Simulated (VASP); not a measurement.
Crystal: Ca2Te2H5.

```xyz
9
Lattice="4.1533 0.0000 0.0000 0.0000 4.1533 0.0000 0.0000 0.0000 8.2867" Properties=species:S:1:pos:R:3 pbc="T T T"
Ca    0.0000    0.0000    0.0000
Ca    0.0000    0.0000    4.1433
Te    2.0767    2.0767    2.1266
Te    2.0767    2.0767    6.1601
H     2.0767    0.0000    1.8305
H     2.0767    0.0000    6.4562
H     2.0767    2.0767    4.1433
H     0.0000    2.0767    1.8305
H     0.0000    2.0767    6.4562
```

The cell was built from a structure type or drawn by symmetry, and may not be a known phase.

```yaml
Program: VASP 6.6.1
Task: relaxation of cell and atoms
Functional: PBE
Potentials_or_basis: VASP PAW PBE potentials, release 64 (Ca_sv, Te, H)
Cutoff: 600 eV
k_mesh: 4 × 4 × 2
Occupations: gaussian, width 0.1 eV
Spin: no spin polarisation
```

At the start: pressure 1.7 GPa; volume 15.88 Å³/atom.

Q: Where does the relaxation end?

A: Over 32 steps the energy falls by 208.6 meV/atom and the volume is 19.08 Å³/atom (+20.1 %); space group P4/mmm (No. 123, to 0.1 Å) before and after.

Step by step:
```tsv
step	energy change (eV)	largest force (eV/Å)	pressure (GPa)	volume (Å³)
1	0.0000	1.0788	1.65	142.94
2	-0.1707	0.9587	0.36	146.35
3	-0.3028	0.7329	-0.92	150.65
4	-0.5477	0.7648	-1.83	159.36
5	-1.0141	0.2826	-3.02	177.25
6	-1.1408	0.4420	-2.64	177.62
7	-1.2594	0.7966	-1.39	178.21
8	-1.2605	0.7665	-1.52	178.18
9	-1.3167	0.6563	-1.18	176.10
10	-1.4246	0.3311	-0.04	169.95
11	-1.3659	0.2576	2.73	158.08
12	-1.4449	0.2488	0.86	165.74
13	-1.4649	0.2373	0.47	166.87
14	-1.4836	0.2069	-0.38	169.45
15	-1.5041	0.2418	-0.29	169.18
16	-1.5581	0.3544	-0.06	168.37
17	-1.6301	0.5672	0.25	166.74
18	-1.6149	0.8079	-0.13	163.42
19	-1.6432	0.7824	0.34	165.00
20	-1.6560	0.7797	0.28	164.96
21	-1.6901	0.7634	0.09	164.85
22	-1.7388	0.6834	-0.39	164.62
23	-1.7435	0.4709	-0.86	164.16
24	-1.7591	0.5951	-0.65	164.38
25	-1.7840	0.5032	-0.26	163.26
26	-1.8176	0.1599	0.99	159.92
27	-1.8344	0.1130	0.79	161.78
28	-1.8588	0.0643	0.33	167.18
29	-1.8710	0.0464	-0.03	170.05
30	-1.8742	0.0347	-0.35	172.71
31	-1.8769	0.0404	0.13	171.38
32	-1.8772	0.0331	0.00	171.73
```

Final structure:
```
Ca Te H
1.0
     4.02489    0.00000    0.00000
     0.00000    4.02489    0.00000
     0.00000    0.00000   10.60059
Ca Te H
2 2 5
Cartesian
  4.0249 0.0000 0.0000
  4.0249 0.0000 5.3003
  2.0124 2.0124 1.9338
  2.0124 2.0124 8.6668
  2.0124 0.0000 1.5182
  2.0124 0.0000 9.0824
  2.0124 2.0124 5.3003
  0.0000 2.0124 1.5182
  0.0000 2.0124 9.0824
```

Caveat: the k points lie up to 0.39 Å⁻¹ apart in the final cell, too coarse for converged energies and pressures of a metal; the volume moved by over 15 % at a fixed basis, so the end points are rough.
